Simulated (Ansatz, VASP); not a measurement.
# Two plane-wave programs on AlNi3

```xyz
4
Lattice="0.1396 2.9139 2.9139 2.9139 0.1396 2.9139 2.9139 2.9139 0.1396" Properties=species:S:1:pos:R:3 pbc="T T T"
Al    2.9837    2.9837    2.9837
Ni    1.4919    1.4919    1.4919
Ni    0.0000    0.0000    0.0000
Ni    4.4756    4.4756    4.4756
```

Alike in both runs: task single point; functional PBEsol; k mesh 14 × 14 × 14; occupations gaussian, width 0.15 eV; no spin polarisation.

```csv
,VASP,Ansatz
version,VASP 6.6.1,Ansatz 0.2.0
potentials or method,"VASP PAW PBE potentials, release 64 (Al, Ni), cutoff 520 eV","scalar-relativistic, plane waves, PAW"
valence electrons in the cell,33,57
```

Ansatz gave:

| Property | Result |
| --- | --- |
| gap on the k mesh at the Fermi level (eV) | none |
| pressure (GPa) | -7.4 |
| traceless stress, the component that is largest in VASP (GPa) | -5.52 |
| rms of the force components (eV/Å) | 0.025 |

Question: What did VASP give for the same quantities?

Answer: gap on the k mesh at the Fermi level (eV): none; pressure (GPa): -7.3; traceless stress, the component that is largest in VASP (GPa): -5.47; rms of the force components (eV/Å): 0.023.

VASP's potentials were made for PBE, not for PBEsol, and Ansatz warns of the same on its side. Atom by atom the forces differ by 0.002 eV/Å (rms over components). A gap of «none» marks a metal or a gap that the smearing closes. With one functional, cell and mesh, what is left measures potentials, basis and numerics. VASP's potentials hold 33 valence electrons a cell and Ansatz's 57, so a difference there can come from the potentials and not from the codes.
